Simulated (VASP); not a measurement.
Wanted: the native input for a VASP 6.6.1 run.

```yaml
Task: single point
Functional: PBE
Potentials_or_basis: VASP PAW PBE potentials, release 64 (Pt_sv_GW, Fe_sv)
Cutoff: 690 eV
k_mesh: 12 × 12 × 5
Occupations: fermi-dirac, width 0.05 eV
Spin: collinear spin, ferromagnetic start
Starting_moments: "[0.0, 3.0, 3.0] μB"
Dipole_correction: no
Further_INCAR_settings: ALGO = Normal; EDIFF = 1e-06; NBANDS = 36
```

The structure of Fe2Pt lies in POSCAR:

```
Fe2Pt
1.0
    2.6520459703      0.0000000000      0.0000000000
   -1.3260229852      2.2967391823      0.0000000000
    0.0000000000      0.0000000000      6.3594506170
Pt Fe
1 2
Direct
    0.0000000000      0.0000000000      0.0000000000
    0.6666666667      0.3333333333      0.3554600000
    0.3333333333      0.6666666667      0.6445400000
```

The input as run:

INCAR

```
  ALGO = Normal
  EDIFF = 1E-6
  ENCUT = 690
  GGA = PE
  GGA_COMPAT = False
  ISIF = 2
  ISMEAR = -1
  ISPIN = 2
  LASPH = True
  LCHARG = False
  LMAXMIX = 4
  LORBIT = 11
  LREAL = False
  LWAVE = False
  MAGMOM = 0 3 3
  NBANDS = 36
  NELM = 200
  PREC = Accurate
  SIGMA = 0.05
```

KPOINTS

```
k-points
0
Gamma
  12 12 5
```

Potentials or basis: VASP PAW PBE potentials, release 64 (Pt_sv_GW, Fe_sv).

Command:

```sh
$ cat potpaw_PBE.64/Pt_sv_GW/POTCAR potpaw_PBE.64/Fe_sv/POTCAR > POTCAR
$ mpirun -np 1 vasp_std > vasp.out
```

Results of the run:

| Quantity | Value |
| --- | --- |
| Pressure | 10.7 GPa |
| Largest force | 0.747 eV/Å |
| Net moment | 5.68 μB per cell |
| Site moments | Pt +0.24; Fe +2.65 μB |
| Valence electrons inside the program's atomic spheres | Pt 18.07; Fe 13.73 |

Caveat: the stress differs along the axes, from 1 to 16 GPa.

Wall time 3.3 min on 1 thread of Intel(R) Xeon(R) Platinum 8488C (Sapphire Rapids), with other jobs on the host, peak memory 0.39 GiB.
